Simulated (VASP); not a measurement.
# MgH2 (P4_2/mnm) in VASP: notebook

Aim: see how the results for MgH2 move with the level of theory and the settings. Levels: PBEsol, r2SCAN. Tasks: single point.

Everything below comes from runs of VASP 6.6.1. Logs are shortened: lines on timing, memory, paths and dates and some standing lists are left out, and cuts for length are marked.

## (1) The cell of the first run

It takes space group P4_2/mnm (No. 136, tetragonal). The conventional cell has a = 4.477 Å, b = 4.477 Å, c = 3.008 Å, α = 90.00°, β = 90.00°, γ = 90.00°. Within 2.6 Å of Mg (site symmetry mmm) lie 6 H at 1.93 to 1.95 Å. H (site symmetry m2m) has 3 Mg at 1.93 to 1.95 Å and 1 H at 2.48 Å within 2.6 Å.

## (2) Single point, PBEsol

INCAR

```
PREC = Accurate
ENCUT = 600
EDIFF = 1E-6
ISMEAR = 0
SIGMA = 0.02
LREAL = F
LASPH = T
NELM = 120
ALGO = Normal
ISIF = 2
LWAVE = F
LCHARG = T
GGA = PS
LELF = T
LVHAR = T
NBANDS = 13
GGA_COMPAT = F
```

KPOINTS

```
regular mesh
0
Gamma
  6 6 8
```

POSCAR

```
MgH2
1.0
    4.4769605343      0.0000000000      0.0000000000
    0.0000000000      4.4769605343      0.0000000000
    0.0000000000      0.0000000000      3.0075195091
Mg H
2 4
Direct
    0.0000000000      0.0000000000      0.0000000000
    0.5000000000      0.5000000000      0.5000000000
    0.3045406515      0.3045406515      0.0000000000
    0.1954593485      0.8045406515      0.5000000000
    0.6954593485      0.6954593485      0.0000000000
    0.8045406515      0.1954593485      0.5000000000
```

Potentials or basis: VASP PAW PBE potentials, release 64 (Mg, H).

Launch:

```sh
cat potpaw_PBE.64/Mg/POTCAR potpaw_PBE.64/H/POTCAR > POTCAR
mpirun -np 1 vasp_std > vasp.out
```

OUTCAR:

```text
PREC = Accurate
   ENCUT = 600
   EDIFF = 1E-6
   ISMEAR = 0
   LREAL = F
   LASPH = T
   NELM = 120
   ISIF = 2
   GGA = PS

 ion  position               nearest neighbor table
   1  0.000  0.000  0.000-   3 1.93   5 1.93   4 1.95   6 1.95   4 1.95   6 1.95   2 3.50   2 3.50
                             2 3.50   2 3.50   2 3.50   2 3.50   2 3.50   2 3.50
   2  0.500  0.500  0.500-   4 1.93   6 1.93   5 1.95   3 1.95   3 1.95   5 1.95   1 3.50   1 3.50
                             1 3.50   1 3.50   1 3.50   1 3.50   1 3.50   1 3.50
   3  0.305  0.305  0.000-   1 1.93   2 1.95   2 1.95
   4  0.195  0.805  0.500-   2 1.93   1 1.95   1 1.95
   5  0.695  0.695  0.000-   1 1.93   2 1.95   2 1.95
   6  0.805  0.195  0.500-   2 1.93   1 1.95   1 1.95

  LATTYP: Found a simple tetragonal cell.
 ALAT       =     4.4769605343
 C/A-ratio  =     0.6717770876

  Lattice vectors:

 A1 = (   4.4769605343,   0.0000000000,   0.0000000000)
 A2 = (   0.0000000000,   4.4769605343,   0.0000000000)
 A3 = (   0.0000000000,   0.0000000000,   3.0075195091)

Analysis of symmetry for initial positions (statically):
=====================================================================
 Subroutine PRICEL returns:
 Original cell was already a primitive cell.

 Routine SETGRP: Setting up the symmetry group for a
 simple tetragonal supercell.

 Subroutine GETGRP returns: Found 16 space group operations
 (whereof  8 operations were pure point group operations)
 out of a pool of 16 trial point group operations.

The static configuration has the point symmetry D_2h.
 The point group associated with its full space group is D_4h.

Analysis of symmetry for dynamics (positions and initial velocities):
=====================================================================
 Subroutine PRICEL returns:
 Original cell was already a primitive cell.

 Routine SETGRP: Setting up the symmetry group for a
 simple tetragonal supercell.

 Subroutine GETGRP returns: Found 16 space group operations
 (whereof  8 operations were pure point group operations)
 out of a pool of 16 trial point group operations.

The dynamic configuration has the point symmetry D_2h.
 The point group associated with its full space group is D_4h.

 Subroutine INISYM returns: Found 16 space group operations
 (whereof  8 operations are pure point group operations),
 and found     1 'primitive' translations

----------------------------------------------------------------------------------------

                                     Primitive cell

  volume of cell :      60.2802

  direct lattice vectors                    reciprocal lattice vectors
[... 109 lines left out ...]
   EFERMI =   0.00;   METHOD = LEGACY
   ISMEAR =     0;   SIGMA  =   0.02  broadening in eV -4-tet -1-fermi 0-gaus
   EFERMI_NEDOS =   21; number of points for ismear=-14 and -15
   IALGO  =     38    algorithm
   IMIX   =      4    mixing-type and parameters
     AMIX     =   0.40;   BMIX     =  1.00
     AMIX_MAG =   1.60;   BMIX_MAG =  1.00
  volume/ion in A,a.u.               =      10.05        67.80
  Fermi-wavevector in a.u.,A,eV,Ry     =   0.835051  1.578018  9.487488  0.697311
  Thomas-Fermi vector in A             =   1.948545
   LORBIT       =      0    0 simple, 1 ext, 2 COOP (PROOUT), +10 PAW based schemes
   GGA     = PS    functional components
   LHFCALC =     F    Hartree Fock is set to
   AEXX    =    0.0000 exact exchange contribution
   IVDW    =     0    specifies the selected vdW correction
   LEPSILON=     F    determine dielectric tensor
   LRPA    =     F    only Hartree local field effects (RPA)
 non-spin polarized calculation
 Gauss-broadening in eV      SIGMA  =   0.02
  energy-cutoff  :      600.00
  volume of cell :       60.28
 maximum number of plane-waves:      2052
 NGX is ok and might be reduce to    36
   NGX = 17   NGY = 17   NGZ = 13

 number of electron       8.0000002 magnetization

 Free energy of the ion-electron system (eV)
  ---------------------------------------------------
  ext. energy  EPLUGINS =         0.00000000
  ---------------------------------------------------
  free energy    TOTEN  =       -17.74134334 eV

  energy without entropy =      -17.74134334  energy(sigma->0) =      -17.74134334

 E-fermi :  -0.3785     XC(G=0):  -8.6451

 val. band max:       -0.4673733425   @ k =   0.1667   0.1667   0.0000
 cond. band min:       3.1083606662   @ k =   0.3333   0.3333   0.5000
 fundamental gap:      3.5757340087
 Fermi energy:        -0.3785323561

 k-point     1 :       0.0000    0.0000    0.0000
  band No.  band energies     occupation
      1      -7.1289      2.00000
      2      -1.9801      2.00000
      3      -1.9801      2.00000
      4      -0.9296      2.00000
      5       3.9406      0.00000
      6       4.4982      0.00000
      7       8.6074      0.00000
      8       8.6074      0.00000
      9      10.3377      0.00000
     10      10.5869      0.00000
     11      11.5182      0.00000
     12      14.5056      0.00000
     13      14.5056      0.00000
[... 354 lines left out ...]
  band No.  band energies     occupation
      1      -4.6106      2.00000
      2      -4.6106      2.00000
      3      -0.8005      2.00000
      4      -0.8005      2.00000
      5       5.1304      0.00000
      6       5.1304      0.00000
      7       6.6711      0.00000
      8       6.6711      0.00000
      9       8.7328      0.00000
     10       8.7328      0.00000
     11      12.2709      0.00000
     12      12.2709      0.00000
     13      13.8071      0.00000

 [... further k-points ...]
[... 5 lines left out ...]
  --------------------------------------------------------------------------------------
  -------------------------------------------------------------------------------------
  Total       -0.0518948     -0.0518948     -0.0520651      0.0000000      0.0000000      0.0000000
  in kB       -1.3793018     -1.3793018     -1.3838281      0.0000000      0.0000000      0.0000000
  external PRESSURE =      -1.3808106 kB  Pullay stress =       0.0000000 kB

 VOLUME and BASIS-vectors are now :
 -----------------------------------------------------------------------------
  energy-cutoff  :      600.00
  volume of cell :       60.28
      direct lattice vectors                 reciprocal lattice vectors
     4.476960534  0.000000000  0.000000000     0.223365829  0.000000000  0.000000000
     0.000000000  4.476960534  0.000000000     0.000000000  0.223365829  0.000000000
     0.000000000  0.000000000  3.007519509     0.000000000  0.000000000  0.332499921

 POSITION                                       TOTAL-FORCE (eV/Angst)
 -----------------------------------------------------------------------------------
      0.00000      0.00000      0.00000        -0.000000      0.000000      0.000000
      2.23848      2.23848      1.50376        -0.000000      0.000000      0.000000
      1.36342      1.36342      0.00000        -0.001081     -0.001081      0.000000
      0.87506      3.60190      1.50376         0.001081     -0.001081      0.000000
      3.11354      3.11354      0.00000         0.001081      0.001081      0.000000
      3.60190      0.87506      1.50376        -0.001081      0.001081      0.000000
 -----------------------------------------------------------------------------------
    total drift:                                0.000000      0.000000      0.000000

  FREE ENERGIE OF THE ION-ELECTRON SYSTEM (eV)
  ---------------------------------------------------
  free  energy   TOTEN  =       -17.7413433364 eV

  energy  without entropy=      -17.7413433364  energy(sigma->0) =      -17.74134334
```

stdout:

```text
POSCAR found type information on POSCAR MgH
 POSCAR found :  2 types and       6 ions
 scaLAPACK will be used
 -----------------------------------------------------------------------------
|                                                                             |
|                                                                             |
|     You enforced a specific xc type in the INCAR file but a different       |
|     I HOPE YOU KNOW WHAT YOU ARE DOING!                                     |
|                                                                             |
 -----------------------------------------------------------------------------

 LDA part: xc-table for (Slater+PW92), standard interpolation
 POSCAR, INCAR and KPOINTS ok, starting setup
 FFT: planning ... GRIDC
 FFT: planning ... GRID_SOFT
 FFT: planning ... GRID
 WAVECAR not read
 entering main loop
```

It took 18 s on 1 thread of Intel Xeon Platinum 8488C (Sapphire Rapids), shared host; peak memory 0.2 GiB.

What came out:

```
Free energy            : -17.7413 eV
Pressure               : -0.1 GPa
Band gap on the k mesh : 3.58 eV, indirect (least direct gap 4.40 eV)
```

Caveat: the PAW data sets were made with another functional, which shifts forces and pressure a little.

(Part 1 of 2 ends here.)
